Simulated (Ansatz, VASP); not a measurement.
**SnO2: VASP beside Ansatz**

```xyz
6
Lattice="4.7531 0.0000 0.0000 0.0000 4.7531 0.0000 0.0000 0.0000 3.1970" Properties=species:S:1:pos:R:3 pbc="T T T"
Sn    0.0000    0.0000    0.0000
Sn    2.3765    2.3765    1.5985
O     1.4526    1.4526    0.0000
O     0.9239    3.8292    1.5985
O     3.3004    3.3004    0.0000
O     3.8292    0.9239    1.5985
```

Change from the starting cell: volume scaled by 1.01, crystal datasets.

Alike in both runs: task electric field gradients; functional PBE; k mesh 4 × 4 × 6; occupations fermi-dirac, width 0.03 eV; no spin polarisation.

|  | VASP | Ansatz |
| --- | --- | --- |
| version | VASP 6.6.1 | Ansatz 0.2.0 |
| potentials or method | VASP PAW PBE potentials, release 64 (Sn_d, O), cutoff 520 eV | all-electron PAW with datasets made for the crystal, scalar-relativistic |

Ansatz gave:

| Item | Value |
| --- | --- |
| gap on the k mesh at the Fermi level (eV) | 1.14 |
| pressure (GPa) | 8.5 |
| traceless stress, the component that is largest in VASP (GPa) | 1.12 |
| rms of the force components (eV/Å) | 0.000 |
| size of Vzz on the site where it differs most (V/Å²) | 58.2 |

Q: Estimate VASP's values.

A: gap on the k mesh at the Fermi level (eV): 1.13; pressure (GPa): 9.2; traceless stress, the component that is largest in VASP (GPa): 1.33; rms of the force components (eV/Å): 0.008; size of Vzz on the site where it differs most (V/Å²): 55.1.

Atom by atom the forces differ by 0.008 eV/Å (rms over components). Ansatz ran all-electron here, and VASP with PAW potentials.
